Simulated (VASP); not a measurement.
Write the native input for VASP 6.6.1 that does the following.

```yaml
Task: single point
Functional: PBE
Potentials_or_basis: VASP PAW PBE potentials, release 64 (S, Mo_sv)
Cutoff: 520 eV
k_mesh: 2 × 2 × 2, shifted
Occupations: gaussian, width 0.01 eV
Spin: no spin polarisation
Dipole_correction: no
Further_INCAR_settings: LREAL = Auto; ALGO = Normal; EDIFF = 1e-07; NBANDS = 190
```

The structure of Mo4S9 (a cell with a defect) lies in POSCAR:

```
Mo4S9
1.0
   -6.3703533152     -1.8389626007      7.4383293001
    4.7777649864     -4.5974065017      7.4383293001
    1.5925883288      6.4363691023      7.4383293001
S Mo
27 12
Direct
    0.6921114904      0.2305730289      0.0767268750
    0.0952559272      0.6337174657      0.4798713118
    0.4031181777      0.4036693935      0.4025115546
    0.7876702385      0.8626136379      0.5605116248
    0.1758962402      0.3261317769      0.7087674840
    0.8652078550      0.5563577085      0.7877335623
    0.2518820488      0.0184022516      0.9407855913
    0.3241520994      0.7143577786      0.1722856231
    0.4799407131      0.0946317452      0.6364974334
    0.5561702067      0.7903435873      0.8645560977
    0.9393183481      0.2457859346      0.0146523715
    0.6300369868      0.4777798866      0.0919397807
    0.0178961700      0.9415797161      0.2498232397
    0.7073243961      0.1684985253      0.3239337327
    0.9555616785      0.4940232169      0.3401770631
    0.2631281840      0.2636968587      0.2625216044
    0.6467005817      0.7216488684      0.4195221684
    0.0349067838      0.1851621201      0.5678027145
    0.7252353202      0.4163677582      0.6477435686
    0.1107325609      0.8772542976      0.7996412295
    0.1831873299      0.5733683223      0.0313159663
    0.3387927592      0.9534873834      0.4953479455
    0.4150258449      0.6491940994      0.7234081438
    0.8057091528      0.1121803663      0.8810268181
    0.4964114335      0.3441706913      0.9583342124
    0.8779062197      0.8015897224      0.1098507048
    0.5737188278      0.0348729719      0.1903245375
    1.0053328052      0.9952499503      0.9987476657
    0.3783143140      0.4662781175      0.1547417821
    0.7701263974      0.9167758525      0.3124319637
    0.4567884118      0.1525938195      0.3899481899
    0.8455761601      0.6141996586      0.5395385364
    0.9278165791      0.3085879359      0.7629296986
    0.0757381201      0.6933846902      0.2301915447
    0.1549231518      0.3840376985      0.4603535048
    0.5372930137      0.8460576590      0.6159934548
    0.2313780702      0.0757545522      0.6922115051
    0.6141322811      0.5437943437      0.8414037965
    0.3075961205      0.7698396086      0.9219083984
```

The input as run:

INCAR

```
PREC = Accurate
ENCUT = 520
EDIFF = 1E-7
ISMEAR = 0
SIGMA = 0.01
LREAL = Auto
LASPH = T
NELM = 100
ALGO = Normal
ISIF = 2
LWAVE = F
LCHARG = F
GGA = PE
NBANDS = 190
```

KPOINTS

```
Automatic mesh
0
Gamma
  2 2 2
  0.5 0.5 0.5
```

Potentials or basis: VASP PAW PBE potentials, release 64 (S, Mo_sv).

Run with:

```sh
$ cat potpaw_PBE.64/S/POTCAR potpaw_PBE.64/Mo_sv/POTCAR > POTCAR
$ mpirun -np 1 vasp_std > vasp.out
```

It gave:

```yaml
Pressure: 1.1 GPa
Largest_force: 0.019 eV/Å
Band_gap_on_the_k_mesh: 0.53 eV
```

Run time: 19 min on 1 thread of Oxide Virtual Turin-like Processor (shared host), peak memory 1 GiB.
